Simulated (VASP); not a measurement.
# ZrS: single point with PBEsol

Crystal: ZrS.

```
CELL_PARAMETERS angstrom
0.00000 2.58308 2.58308
2.58308 0.00000 2.58308
2.58308 2.58308 0.00000
ATOMIC_POSITIONS crystal
Zr 0.00000 0.00000 0.00000
S 0.50000 0.50000 0.50000
```

| Property | Result |
| --- | --- |
| Program | VASP 6.6.1 |
| Task | single point |
| Functional | PBEsol |
| Potentials or basis | VASP PAW PBE potentials, release 64 (Zr_sv, S) |
| Cutoff | 520 eV |
| k mesh | 14 × 14 × 14 |
| Occupations | gaussian, width 0.1 eV |
| Spin | no spin polarisation |

```yaml
Pressure: 0.2 GPa
Band_gap_on_the_k_mesh: zero (band 9 reaches 12.79 eV, above the bottom of band 10 at 9.74 eV)
```

Levels at points of the mesh, in eV from the Fermi level:
| k point | band 6 | band 7 | band 8 | band 9 | band 10 | band 11 | band 12 | band 13 |
| --- | --- | --- | --- | --- | --- | --- | --- | --- |
| (0.00, 0.00, 0.00) | -3.53 | -3.53 | -3.53 | -1.48 | -1.48 | -1.48 | -0.75 | -0.75 |
| (0.50, 0.00, 0.00) | -8.28 | -6.16 | -6.16 | 1.57 | 1.57 | 1.91 | 1.94 | 5.93 |
| (0.50, 0.50, 0.00) | -6.34 | -4.49 | -4.49 | -3.70 | 0.53 | 2.55 | 2.55 | 3.00 |

Run time: 66 s on 1 thread of AMD EPYC 7R43 64-Core Processor (Zen 3), with other jobs on the host, peak memory 0.16 GiB.

Caveat: the PAW data sets were made with another functional, which shifts forces and pressure a little.
